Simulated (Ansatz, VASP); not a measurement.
Hf in VASP and in Ansatz

```
CELL_PARAMETERS angstrom
0.00000 3.23644 3.23644
3.23644 0.00000 3.23644
3.23644 3.23644 0.00000
ATOMIC_POSITIONS crystal
Hf 0.00000 0.00000 0.00000
Hf 0.25000 0.25000 0.25000
```

Alike in both runs: functional r2SCAN; k mesh 14 × 14 × 14; occupations gaussian, width 0.1 eV; no spin polarisation.

Ansatz relaxed the structure, and its values are those at the end. VASP's run is a single point on that final structure, the one shown.

|  | VASP | Ansatz |
| --- | --- | --- |
| version | VASP 6.6.1 | Ansatz 0.2.0 |
| potentials or method | VASP PAW PBE potentials, release 64 (Hf_pv), cutoff 520 eV | scalar-relativistic, plane waves, PAW |
| valence electrons in the cell | 20 | 52 |

|  | VASP | Ansatz | Ansatz less VASP |
| --- | --- | --- | --- |
| gap on the k mesh at the Fermi level (eV) | none | none | - |
| pressure (GPa) | -0.1 | 0.0 | +0.09 |

VASP's potentials were made for PBE, not for r2SCAN. A gap of «none» marks a metal or a gap that the smearing closes. VASP's potentials hold 20 valence electrons a cell and Ansatz's 52, so a difference there can come from the potentials and not from the codes.

Spin-orbit coupling is off throughout.
